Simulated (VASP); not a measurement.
Na3H:

```
Na H
1.0
     4.03584    0.00000    0.00000
     0.00000    4.03584    0.00000
     0.00000    0.00000    3.99436
Na H
3 1
Cartesian
  0.0000 2.0179 1.9972
  2.0179 0.0000 1.9972
  2.0179 2.0179 0.0000
  0.0000 0.0000 0.0000
```

- Program: VASP 6.6.1
- Task: relaxation of cell and atoms
- Functional: PBE
- Potentials or basis: VASP PAW PBE potentials, release 64 (Na_pv, H)
- Cutoff: 600 eV
- k mesh: 4 × 4 × 4
- Occupations: gaussian, width 0.1 eV
- Spin: no spin polarisation

At the start: pressure 11.7 GPa; volume 16.27 Å³/atom.

Q: Where does the relaxation end?

A: Over 4 steps the energy falls by 249.7 meV/atom and the volume is 25.75 Å³/atom (+58.3 %); space group Pm-3m (No. 221, to 0.05 Å).

The path:
| step | energy change (eV) | largest force (eV/Å) | pressure (GPa) | volume (Å³) |
| --- | --- | --- | --- | --- |
| 1 | 0.0000 | 0.0000 | 11.69 | 65.06 |
| 2 | -0.6154 | 0.0000 | 5.67 | 76.88 |
| 3 | -0.9671 | 0.0000 | 1.33 | 94.93 |
| 4 | -0.9988 | 0.0000 | 0.16 | 103.02 |

Final structure:
```yaml
crystal:
  lattice:
    - [4.70340, 0.00000, 0.00000]
    - [0.00000, 4.70340, 0.00000]
    - [0.00000, 0.00000, 4.65676]
  atoms:
    - { symbol: Na, position: [0.00000, 0.50000, 0.50000] }
    - { symbol: Na, position: [0.50000, 0.00000, 0.50000] }
    - { symbol: Na, position: [0.50000, 0.50000, 0.00000] }
    - { symbol: H, position: [0.00000, 0.00000, 0.00000] }
```

Caveat: the k points lie up to 0.34 Å⁻¹ apart in the final cell; the volume moved by over 15 % at a fixed basis, so the end points are rough.
